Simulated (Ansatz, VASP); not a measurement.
Two plane-wave programs on InAs

Contents of POSCAR:

```
InAs
1.0
    0.0000000000      3.0240000793      3.0240000793
    3.0240000793      0.0000000000      3.0240000793
    3.0240000793      3.0240000793      0.0000000000
In As
1 1
Direct
    0.0000000000      0.0000000000      0.0000000000
    0.7500000000      0.7500000000      0.7500000000
```

INCAR.step1

```
SYSTEM = InAs
ALGO     = Normal         ! electronic algorithm
EDIFF    = 1E-4           ! SCF threshold, eV
ENCUT    = 520            ! plane-wave cutoff, eV
GGA      = PE             ! functional
GGA_COMPAT= .False.      
ISMEAR   = 0              ! smearing method
LASPH    = .True.         ! aspherical terms in the spheres
LCHARG   = .False.        ! write CHGCAR
LREAL    = .False.        ! projectors in reciprocal space
LSORBIT  = .True.         ! spin-orbit coupling
LWAVE    = .True.         ! write WAVECAR
MAGMOM   = 0 0 0 0 0 0    ! initial moments
NBANDS   = 30             ! bands
NELM     = 150            ! most SCF steps
PREC     = Accurate       ! precision mode
SIGMA    = 0.05           ! smearing width, eV
```

The input INCAR.step2:

```
SYSTEM = InAs
ALGO     = Normal         ! electronic algorithm
EDIFF    = 1E-6           ! SCF threshold, eV
ENCUT    = 520            ! plane-wave cutoff, eV
GGA_COMPAT= .False.      
ISIF     = 2              ! what is computed and relaxed
ISMEAR   = 0              ! smearing method
ISTART   = 1            
LASPH    = .True.         ! aspherical terms in the spheres
LCHARG   = .True.         ! write CHGCAR
LMIXTAU  = .True.       
LORBIT   = 11             ! projections on sites
LORBMOM  = .True.       
LREAL    = .False.        ! projectors in reciprocal space
LSORBIT  = .True.         ! spin-orbit coupling
LVHAR    = .True.       
LWAVE    = .False.        ! write WAVECAR
MAGMOM   = 0 0 0 0 0 0    ! initial moments
METAGGA  = R2SCAN         ! meta-GGA
NBANDS   = 30             ! bands
NELM     = 150            ! most SCF steps
PREC     = Accurate       ! precision mode
SIGMA    = 0.05           ! smearing width, eV
```

The input KPOINTS:

```
k-points
0
Gamma
  8 8 8
  0 0 0
```

Input for Ansatz:

```yaml
crystal:
  lattice:
    - [0.0, 3.0240000793, 3.0240000793]
    - [3.0240000793, 0.0, 3.0240000793]
    - [3.0240000793, 3.0240000793, 0.0]
  atoms:
    - { symbol: In, position: [0.0, 0.0, 0.0] }
    - { symbol: As, position: [0.75, 0.75, 0.75] }
basis:
  ecutwfc: 500
  ecutrho_ratio: 4
kpoints:
  mp_grid: { grid: [8, 8, 8] }
  band_path:
    path:
      - [[0.0, 0.0, 0.0], [-0.5, -0.5, 0.0], [-0.375, -0.375, 0.25]]
      - [[-0.375, 0.0, 0.375], [0.0, 0.0, 0.0], [0.0, 0.0, 0.5], [-0.5, -0.25, 0.25], [-0.5, -0.5, 0.0]]
    npoints: 10
hamiltonian:
  xc: r2scan
scf:
  occupations: { method: gaussian, width: 0.05 }
output:
  forces: true
  stress: true
  eigenvalues: true
  populations: true
  eigenstates:
    nscf_kmesh: { grid: [14, 14, 14] }
    de_dk: true
    e_range: [-2.5, 2.747620376396]
  write_density: true
  write_potential: true
  elf: true
  volumetric_format: npy
magnetization:
  noncollinear: true
  spin_orbit: true
```

Alike in both runs: task single point; functional r2SCAN; k mesh 8 × 8 × 8; occupations gaussian, width 0.05 eV; non-collinear spin, spin-orbit coupling.

|  | VASP | Ansatz |
| --- | --- | --- |
| version | VASP 6.6.1 | Ansatz 0.2.0 |
| potentials or method | VASP PAW PBE potentials, release 64 (In_d, As), cutoff 520 eV | plane waves, PAW |
| valence electrons in the cell | 18 | 28 |

|  | VASP | Ansatz | Ansatz less VASP |
| --- | --- | --- | --- |
| pressure (GPa) | 1.8 | 1.8 | -0.01 |
| net moment per atom (μB) | 0.00 | 0.00 | 0.000 |

VASP's potentials were made for PBE, not for r2SCAN. VASP's potentials hold 18 valence electrons a cell and Ansatz's 28, so a difference there can come from the potentials and not from the codes.
